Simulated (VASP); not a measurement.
# Ca2Sn2N (P6_3/mmc) in VASP: single point with PBE

Aim: the single point of Ca2Sn2N with PBE.

Everything below comes from runs of VASP 6.6.1. Logs are shortened: lines on timing, memory, paths and dates and some standing lists are left out, and cuts for length are marked.

## Step 1: The cell of the first run

The structure is hexagonal, space group P6_3/mmc (No. 194). The conventional cell has a = 3.662 Å, b = 3.662 Å, c = 22.631 Å, α = 90.00°, β = 90.00°, γ = 120.00°. Ca (site symmetry 3m) has 3 N at 2.46 Å and 3 Ca at 3.29 Å within 3.3 Å. Sn (site symmetry 3m) has 7 Sn at 2.94 to 3.66 Å and 3 Ca at 3.61 Å within 3.9 Å. N (site symmetry -3m) has 6 Ca at 2.46 Å within 3.2 Å.

## Step 2: Single point, PBE (26.28 Å³/atom)

Input file INCAR:

```
PREC     = Accurate       # precision mode
ENCUT    = 520            # plane-wave cutoff, eV
EDIFF    = 1E-6           # SCF threshold, eV
ISMEAR   = 0              # smearing method
SIGMA    = 0.1            # smearing width, eV
LREAL    = F              # projectors in reciprocal space
LASPH    = T              # aspherical terms in the spheres
NELM     = 80             # most SCF steps
ALGO     = Normal         # electronic algorithm
ISIF     = 2              # what is computed and relaxed
LWAVE    = F              # write WAVECAR
LCHARG   = T              # write CHGCAR
GGA      = PE             # functional
LELF     = T              # ELF
LVHAR    = T            
NBANDS   = 64             # bands
```

Input file KPOINTS:

```
regular mesh
0
Gamma
  12 12 2
```

Input file POSCAR:

```
Ca2Sn2N
1.0
    3.6621117364      0.0000000000      0.0000000000
   -1.8310558682      3.1714817953      0.0000000000
    0.0000000000      0.0000000000     22.6307202001
Ca Sn N
4 4 2
Direct
    0.6666666667      0.3333333333      0.9444043284
    0.3333333333      0.6666666667      0.0555956716
    0.6666666667      0.3333333333      0.5555956716
    0.3333333333      0.6666666667      0.4444043284
    0.3333333333      0.6666666667      0.6850204245
    0.3333333333      0.6666666667      0.8149795755
    0.6666666667      0.3333333333      0.1850204245
    0.6666666667      0.3333333333      0.3149795755
    0.0000000000      0.0000000000      0.0000000000
    0.0000000000      0.0000000000      0.5000000000
```

Potentials or basis: VASP PAW PBE potentials, release 64 (Ca_sv, Sn_d, N).

Launch:

```console
> cat potpaw_PBE.64/Ca_sv/POTCAR potpaw_PBE.64/Sn_d/POTCAR potpaw_PBE.64/N/POTCAR > POTCAR
> mpirun -np 1 vasp_std > vasp.out
```

OUTCAR:

```text
PREC = Accurate
   ENCUT = 520
   EDIFF = 1E-6
   ISMEAR = 0
   LREAL = F
   LASPH = T
   NELM = 80
   ISIF = 2
   GGA = PE

 ion  position               nearest neighbor table
   1  0.667  0.333  0.944-   9 2.46   9 2.46   9 2.46
   2  0.333  0.667  0.056-   9 2.46   9 2.46   9 2.46
   3  0.667  0.333  0.556-  10 2.46  10 2.46  10 2.46
   4  0.333  0.667  0.444-  10 2.46  10 2.46  10 2.46
   5  0.333  0.667  0.685-   6 2.94
   6  0.333  0.667  0.815-   5 2.94
   7  0.667  0.333  0.185-   8 2.94
   8  0.667  0.333  0.315-   7 2.94
   9  0.000  0.000  0.000-   1 2.46   2 2.46   1 2.46   2 2.46   1 2.46   2 2.46
  10  0.000  0.000  0.500-   3 2.46   4 2.46   3 2.46   4 2.46   3 2.46   4 2.46

  LATTYP: Found a hexagonal cell.
 ALAT       =     3.6621117364
 C/A-ratio  =     6.1796913445

  Lattice vectors:

 A1 = (   3.6621117364,   0.0000000000,   0.0000000000)
 A2 = (  -1.8310558682,   3.1714817953,   0.0000000000)
 A3 = (   0.0000000000,   0.0000000000,  22.6307202001)

Analysis of symmetry for initial positions (statically):
=====================================================================
 Subroutine PRICEL returns:
 Original cell was already a primitive cell.

 Routine SETGRP: Setting up the symmetry group for a
 hexagonal supercell.

 Subroutine GETGRP returns: Found 24 space group operations
 (whereof 12 operations were pure point group operations)
 out of a pool of 24 trial point group operations.

The static configuration has the point symmetry D_3d.
 The point group associated with its full space group is D_6h.

Analysis of symmetry for dynamics (positions and initial velocities):
=====================================================================
 Subroutine PRICEL returns:
 Original cell was already a primitive cell.

 Routine SETGRP: Setting up the symmetry group for a
 hexagonal supercell.

 Subroutine GETGRP returns: Found 24 space group operations
 (whereof 12 operations were pure point group operations)
 out of a pool of 24 trial point group operations.

The dynamic configuration has the point symmetry D_3d.
 The point group associated with its full space group is D_6h.

 Subroutine INISYM returns: Found 24 space group operations
 (whereof 12 operations are pure point group operations),
 and found     1 'primitive' translations

----------------------------------------------------------------------------------------

                                     Primitive cell

  volume of cell :     262.8404

  direct lattice vectors                    reciprocal lattice vectors
     3.662111736  0.000000000  0.000000000     0.273066491  0.157655012  0.000000000
    -1.831055868  3.171481795  0.000000000     0.000000000  0.315310024  0.000000000
     0.000000000  0.000000000 22.630720200     0.000000000  0.000000000  0.044187723

  length of vectors
     3.662111736  3.662111736 22.630720200     0.315310024  0.315310024  0.044187723

  position of ions in fractional coordinates (direct lattice)
     0.666666667  0.333333333  0.944404328
     0.333333333  0.666666667  0.055595672
     0.666666667  0.333333333  0.555595672
     0.333333333  0.666666667  0.444404328
     0.333333333  0.666666667  0.685020425
     0.333333333  0.666666667  0.814979575
     0.666666667  0.333333333  0.185020425
     0.666666667  0.333333333  0.314979575
     0.000000000  0.000000000  0.000000000
     0.000000000  0.000000000  0.500000000

  ion indices of the primitive-cell ions
   primitive index   ion index
                 1           1
                 2           2
                 3           3
                 4           4
                 5           5
                 6           6
                 7           7
                 8           8
                 9           9
                10          10

----------------------------------------------------------------------------------------

 KPOINTS: regular mesh

Automatic generation of k-mesh.
 Grid dimensions read from file:
 generate k-points for:   12   12    2

 Generating k-lattice:

  Cartesian coordinates                     Fractional coordinates (reciprocal lattice)
     0.022755541  0.013137918  0.000000000     0.083333333  0.000000000  0.000000000
     0.000000000  0.026275835  0.000000000     0.000000000  0.083333333  0.000000000
     0.000000000  0.000000000  0.022093862     0.000000000  0.000000000  0.500000000

  Length of vectors
     0.026275835  0.026275835  0.022093862

  Shift w.r.t. Gamma in fractional coordinates (k-lattice)
     0.000000000  0.000000000  0.000000000

 Subroutine IBZKPT returns following result:
 ===========================================

 Found     38 irreducible k-points:

 Following reciprocal coordinates:
            Coordinates               Weight
  0.000000  0.000000  0.000000      1.000000
  0.083333 -0.000000  0.000000      6.000000
  0.166667  0.000000  0.000000      6.000000
  0.250000  0.000000  0.000000      6.000000
  0.333333 -0.000000  0.000000      6.000000
  0.416667 -0.000000  0.000000      6.000000
[... 16 lines left out ...]
  0.250000  0.000000  0.500000      6.000000
  0.333333 -0.000000  0.500000      6.000000
 [... further k-points ...]
   k-points           NKPTS =     38   k-points in BZ     NKDIM =     38   number of bands    NBANDS=     64
   number of dos      NEDOS =    301   number of ions     NIONS =     10
   total plane-waves  NPLWV = 131712
   dimension x,y,z NGX =    28 NGY =   28 NGZ =  168
   dimension x,y,z NGXF=    56 NGYF=   56 NGZF=  336
   ions per type =               4   4   2
   NGX,Y,Z   is equivalent  to a cutoff of  12.71, 12.71, 12.34 a.u.
   NGXF,Y,Z  is equivalent  to a cutoff of  25.42, 25.42, 24.68 a.u.
 SYSTEM =  unknown system
   PREC   = accura    normal or accurate (medium, high low for compatibility)
   ISTART =      0    job   : 0-new  1-cont  2-samecut
   ICHARG =      2    charge: 1-file 2-atom 10-const
   ISPIN  =      1    spin polarized calculation?
   LNONCOLLINEAR =      F non collinear calculations
   LSORBIT =      F    spin-orbit coupling
   LASPH  =      T    aspherical Exc in radial PAW
   ENCUT  =  520.0 eV  38.22 Ry    6.18 a.u.   6.81  6.81 42.08*2*pi/ulx,y,z
   NELM   =     80;   NELMIN=  2; NELMDL= -5     # of ELM steps
   EDIFF  = 0.1E-05   stopping-criterion for ELM
   LREAL  =      F    real-space projection
   EDIFFG = 0.1E-04   stopping-criterion for IOM
   NSW    =      0    number of steps for IOM
   IBRION =     -1    ionic relax: 0-MD 1-quasi-New 2-CG
   NFREE  =      0    steps in history (QN), initial steepest desc. (CG)
   ISIF   =      2    stress and relaxation
   ISYM   =      2    0-nonsym 1-usesym 2-fastsym
   POTIM  = 0.5000    time-step for ionic-motion
   TEBEG  =    0.0;   TEEND  =   0.0 temperature during run
   PSTRESS=    0.0 pullay stress
   NELECT =     106.0000    total number of electrons
   NUPDOWN=      -1.0000    fix difference up-down
   EMIN   =  10.00;   EMAX   =-10.00  energy-range for DOS
   EFERMI =   0.00;   METHOD = LEGACY
   ISMEAR =     0;   SIGMA  =   0.10  broadening in eV -4-tet -1-fermi 0-gaus
   EFERMI_NEDOS =   21; number of points for ismear=-14 and -15
   IALGO  =     38    algorithm
   IMIX   =      4    mixing-type and parameters
     AMIX     =   0.40;   BMIX     =  1.00
     AMIX_MAG =   1.60;   BMIX_MAG =  1.00
  volume/ion in A,a.u.               =      26.28       177.37
  Fermi-wavevector in a.u.,A,eV,Ry     =   1.209519  2.285660 19.904458  1.462936
  Thomas-Fermi vector in A             =   2.345094
   LORBIT       =      0    0 simple, 1 ext, 2 COOP (PROOUT), +10 PAW based schemes
   GGA     = PE    functional components
   LHFCALC =     F    Hartree Fock is set to
   AEXX    =    0.0000 exact exchange contribution
   IVDW    =     0    specifies the selected vdW correction
   LEPSILON=     F    determine dielectric tensor
   LRPA    =     F    only Hartree local field effects (RPA)
 non-spin polarized calculation
 Gauss-broadening in eV      SIGMA  =   0.10
  energy-cutoff  :      520.00
  volume of cell :      262.84
 maximum number of plane-waves:      7113
 NGX is ok and might be reduce to    28
   NGX = 13   NGY = 13   NGZ = 85

 number of electron     106.0000001 magnetization

 Free energy of the ion-electron system (eV)
  ---------------------------------------------------
  ext. energy  EPLUGINS =         0.00000000
  ---------------------------------------------------
  free energy    TOTEN  =       -45.36103707 eV

  energy without entropy =      -45.35150738  energy(sigma->0) =      -45.35627222

 E-fermi :   4.3266     XC(G=0):  -9.2446

 val. band max:        4.2780963019   @ k =   0.2500   0.1667   0.0000
 cond. band min:       4.4305017390   @ k =   0.0833  -0.0000   0.0000
 fundamental gap:      0.1524054371
 Fermi energy:         4.3266035100

 k-point     1 :       0.0000    0.0000    0.0000
  band No.  band energies     occupation
      1     -35.7042      2.00000
      2     -35.7042      2.00000
      3     -35.6402      2.00000
      4     -35.6402      2.00000
      5     -17.0460      2.00000
      6     -17.0348      2.00000
[... 56 lines left out ...]
     63       8.7516      0.00000
     64       8.8783      0.00000

 k-point     2 :       0.0833   -0.0000    0.0000
  band No.  band energies     occupation
      1     -35.7016      2.00000
      2     -35.7016      2.00000
      3     -35.6395      2.00000
      4     -35.6395      2.00000
      5     -17.0426      2.00000
      6     -17.0329      2.00000
[... 56 lines left out ...]
     63       8.6005      0.00000
     64       8.7206      0.00000

 k-point     3 :       0.1667    0.0000    0.0000
  band No.  band energies     occupation
      1     -35.6941      2.00000
      2     -35.6941      2.00000
      3     -35.6378      2.00000
      4     -35.6378      2.00000
      5     -17.0344      2.00000
      6     -17.0289      2.00000
[... 1396 lines left out ...]
     63       8.3112      0.00000
     64       8.3884      0.00000

 k-point    24 :       0.3333   -0.0000    0.5000
  band No.  band energies     occupation
      1     -35.6716      2.00000
      2     -35.6716      2.00000
      3     -35.6350      2.00000
      4     -35.6350      2.00000
      5     -17.0291      2.00000
      6     -17.0291      2.00000
[... 56 lines left out ...]
     63       8.0213      0.00000
     64       8.0213      0.00000

 [... further k-points ...]

------------------------ aborting loop because EDIFF is reached ----------------------------------------

  FORCE on cell =-STRESS in cart. coord.  units (eV):
  Direction    XX          YY          ZZ          XY          YZ          ZX
  --------------------------------------------------------------------------------------
  -------------------------------------------------------------------------------------
  Total       -5.9815747     -5.9815747     -6.0586298      0.0000000     -0.0000000     -0.0000000
  in kB      -36.4614492    -36.4614492    -36.9311484      0.0000000     -0.0000000     -0.0000000
  external PRESSURE =     -36.6180156 kB  Pullay stress =       0.0000000 kB

 VOLUME and BASIS-vectors are now :
 -----------------------------------------------------------------------------
  energy-cutoff  :      520.00
  volume of cell :      262.84
      direct lattice vectors                 reciprocal lattice vectors
     3.662111736  0.000000000  0.000000000     0.273066491  0.157655012  0.000000000
    -1.831055868  3.171481795  0.000000000     0.000000000  0.315310024  0.000000000
     0.000000000  0.000000000 22.630720200     0.000000000  0.000000000  0.044187723

 POSITION                                       TOTAL-FORCE (eV/Angst)
 -----------------------------------------------------------------------------------
      1.83106      1.05716     21.37255        -0.000000     -0.000000     -0.034703
     -0.00000      2.11432      1.25817         0.000000     -0.000000      0.034703
      1.83106      1.05716     12.57353        -0.000000      0.000000      0.034703
     -0.00000      2.11432     10.05719         0.000000     -0.000000     -0.034703
     -0.00000      2.11432     15.50251        -0.000000      0.000000     -0.001021
     -0.00000      2.11432     18.44357         0.000000      0.000000      0.001021
      1.83106      1.05716      4.18715         0.000000     -0.000000     -0.001021
      1.83106      1.05716      7.12821        -0.000000     -0.000000      0.001021
      0.00000      0.00000      0.00000         0.000000      0.000000      0.000000
      0.00000      0.00000     11.31536         0.000000      0.000000      0.000000
 -----------------------------------------------------------------------------------
    total drift:                                0.000000     -0.000000      0.000000

  FREE ENERGIE OF THE ION-ELECTRON SYSTEM (eV)
  ---------------------------------------------------
  free  energy   TOTEN  =       -45.3610370674 eV

  energy  without entropy=      -45.3515073791  energy(sigma->0) =      -45.35627222
```

Run time: 11 min. Hardware: 1 thread of Intel Xeon Platinum 8488C (Sapphire Rapids), shared host; peak memory 0.68 GiB.

What came out:

```yaml
Free_energy: -45.3610 eV
Pressure: -3.7 GPa
Largest_force: 0.035 eV/Å
Band_gap_on_the_k_mesh: zero (bands 53 and 54 overlap by 4.06 eV)
```

Forces in eV/Å, atoms in the order of the input:
```
Ca   0.000  0.000 -0.035
Ca   0.000  0.000  0.035
Ca   0.000  0.000  0.035
Ca   0.000  0.000 -0.035
Sn   0.000  0.000 -0.001
Sn   0.000  0.000  0.001
Sn   0.000  0.000 -0.001
Sn   0.000  0.000  0.001
N    0.000  0.000  0.000
N    0.000  0.000  0.000
```

Levels at points of the mesh, in eV from the Fermi level:
| k point | band 52 | band 53 | band 54 | band 55 | band 56 | band 57 |
| --- | --- | --- | --- | --- | --- | --- |
| (0.00, 0.00, 0.00) | 0.96 | 2.29 | 3.76 | 3.84 | 3.84 | 3.86 |
| (0.50, 0.00, 0.00) | -1.04 | -0.97 | -0.87 | 1.56 | 1.76 | 2.05 |
| (0.00, 0.00, 0.50) | 0.37 | 3.00 | 3.00 | 3.85 | 3.85 | 3.85 |
| (0.50, 0.00, 0.50) | -1.04 | -0.92 | -0.92 | 1.65 | 1.65 | 2.14 |

Caveat: the cell stands under tension; spin-orbit coupling is left out, which moves the levels of the heavy elements.

The gap in the log of VASP goes by the Fermi energy; the results here count the filled bands.